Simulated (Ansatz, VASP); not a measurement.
# Two plane-wave programs on Cr

INCAR

```
PREC = Accurate
ENCUT = 520
EDIFF = 1E-7
ISMEAR = 0
SIGMA = 0.1
LREAL = F
LASPH = T
NELM = 150
ALGO = Normal
ISIF = 2
LWAVE = F
LCHARG = T
ISPIN = 2
MAGMOM = -3 3
LORBIT = 11
LMAXMIX = 4
GGA = RP
LELF = T
LVHAR = T
NBANDS = 23
```

Contents of KPOINTS:

```
Automatic mesh
0
Gamma
  6 6 6
```

File POSCAR:

```
Cr
1.0
    2.9688993551      0.0000000000      0.0000000000
    0.0000000000      2.9688993551      0.0000000000
    0.0000000000      0.0000000000      2.9688993551
Cr
2
Direct
    0.0000000000      0.0000000000      0.0000000000
    0.5000000000      0.5000000000      0.5000000000
```

Input for Ansatz:

```yaml
crystal:
  lattice:
    - [2.9688993551, 0.0, 0.0]
    - [0.0, 2.9688993551, 0.0]
    - [0.0, 0.0, 2.9688993551]
  atoms:
    - { symbol: Cr, position: [0.0, 0.0, 0.0], spin: -3.0 }
    - { symbol: Cr, position: [0.5, 0.5, 0.5], spin: 3.0 }
basis:
  ecutwfc: 420
kpoints:
  mp_grid: { grid: [6, 6, 6] }
hamiltonian:
  xc: rpbe
scf:
  occupations: { method: gaussian, width: 0.1 }
  lower_state_search: "off"
  eigensolver: { kind: davidson, full_accuracy: true }
  convergence: { dr2_threshold: "1e-6 eV" }
  max_iter: 95
output:
  forces: true
  stress: true
  eigenvalues: true
  populations: true
magnetization:
  spin_polarized: true
```

Alike in both runs: task single point; functional RPBE; k mesh 6 × 6 × 6; occupations gaussian, width 0.1 eV; collinear spin.

|  | VASP | Ansatz |
| --- | --- | --- |
| version | VASP 6.6.1 | Ansatz 0.2.0 |
| potentials or method | VASP PAW PBE potentials, release 64 (Cr_pv), cutoff 520 eV | scalar-relativistic, plane waves, PAW |
| valence electrons in the cell | 24 | 28 |

```csv
,VASP,Ansatz,Ansatz less VASP
gap on the k mesh at the Fermi level (eV),none,none,-
pressure (GPa),-7.3,-7.6,-0.28
net moment per atom (μB),0.00,0.00,0.000
size of the moment on the site where the two differ most (μB),1.90,1.79,-0.111
```

VASP's potentials were made for PBE, not for RPBE. Site moments also hang on the region over which each program counts them. A gap of «none» marks a metal or a gap that the smearing closes. VASP's potentials hold 24 valence electrons a cell and Ansatz's 28, so a difference there can come from the potentials and not from the codes. Ansatz's warnings: force scf threshold loose, stress scf threshold loose.
